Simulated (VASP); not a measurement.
Write the native input for VASP 6.6.1 that does the following.

| Quantity | Value |
| --- | --- |
| Task | single point |
| Functional | PBE |
| Dispersion | D3(BJ) |
| Potentials or basis | VASP PAW PBE potentials, release 64 (La, O) |
| Cutoff | 520 eV |
| k mesh | 6 × 6 × 4 |
| Occupations | fermi-dirac, width 0.02 eV |
| Spin | no spin polarisation |
| Dipole correction | no |
| Further INCAR settings | ALGO = Normal; EDIFF = 1e-07; NBANDS = 28 |

The structure of La2O3 lies in POSCAR:

```
La2O3
1.0
    3.9224146312      0.0000000000      0.0000000000
   -1.9612073156      3.3969107148      0.0000000000
    0.0000000000      0.0000000000      6.1006015518
La O
2 3
Direct
    0.6666666667      0.3333333333      0.7542478947
    0.3333333333      0.6666666667      0.2457521053
    0.6666666667      0.3333333333      0.3538898501
    0.3333333333      0.6666666667      0.6461101499
    0.0000000000      0.0000000000      0.0000000000
```

The input as run:

INCAR

```
SYSTEM = La2O3
PREC     = Accurate       ! precision mode
ENCUT    = 520            ! plane-wave cutoff, eV
EDIFF    = 1E-7           ! SCF threshold, eV
ISMEAR   = -1             ! smearing method
SIGMA    = 0.02           ! smearing width, eV
LREAL    = .False.        ! projectors in reciprocal space
LASPH    = .True.         ! aspherical terms in the spheres
NELM     = 100            ! most SCF steps
ALGO     = Normal         ! electronic algorithm
ISIF     = 2              ! what is computed and relaxed
LWAVE    = .False.        ! write WAVECAR
LCHARG   = .True.         ! write CHGCAR
GGA      = PE             ! functional
IVDW     = 12             ! dispersion correction
LELF     = .True.         ! ELF
LVHAR    = .True.       
NBANDS   = 28             ! bands
```

KPOINTS

```
regular mesh
0
Gamma
  6 6 4
  0 0 0
```

Potentials or basis: VASP PAW PBE potentials, release 64 (La, O).

Launch:

```sh
$ cat potpaw_PBE.64/La/POTCAR potpaw_PBE.64/O/POTCAR > POTCAR
$ mpirun -np 1 vasp_std > vasp.out
```

It gave:

```
Pressure                   : -0.3 GPa
Largest force              : 0.013 eV/Å
Band gap on the k mesh     : 3.87 eV, indirect (least direct gap 3.98 eV)
Dispersion energy per atom : -0.260 eV
```

Caveat: spin-orbit coupling is left out, which moves the levels of the heavy elements.

It took 120 s on 1 thread of Intel(R) Xeon(R) Platinum 8259CL CPU @ 2.50GHz (Skylake/Cascade Lake) (shared host), peak memory 0.23 GiB.
